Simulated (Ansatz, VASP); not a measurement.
Two plane-wave programs on ZrC

```xyz
2
Lattice="3.0611 0.0000 0.0000 -1.5305 2.6510 0.0000 0.0000 0.0000 4.4797" Properties=species:S:1:pos:R:3 pbc="T T T"
Zr    0.0000    0.0000    0.0000
C     0.0000    0.0000    2.2398
```

Alike in both runs: functional PBE; k mesh 7 × 7 × 5; occupations gaussian, width 0.2 eV; no spin polarisation.

Ansatz relaxed the structure, and its values are those at the end. VASP's run is a single point on that final structure, the one shown.

|  | VASP | Ansatz |
| --- | --- | --- |
| version | VASP 6.6.1 | Ansatz 0.2.0 |
| potentials or method | VASP PAW PBE potentials, release 64 (Zr_sv, C), cutoff 600 eV | scalar-relativistic, plane waves, PAW |
| valence electrons in the cell | 16 | 16 |

```csv
,VASP,Ansatz,Ansatz less VASP
gap on the k mesh at the Fermi level (eV),none,none,-
pressure (GPa),0.0,0.0,-0.02
```

A gap of «none» marks a metal or a gap that the smearing closes. The functional is the same, so the differences come from potentials, cutoffs and numerics.
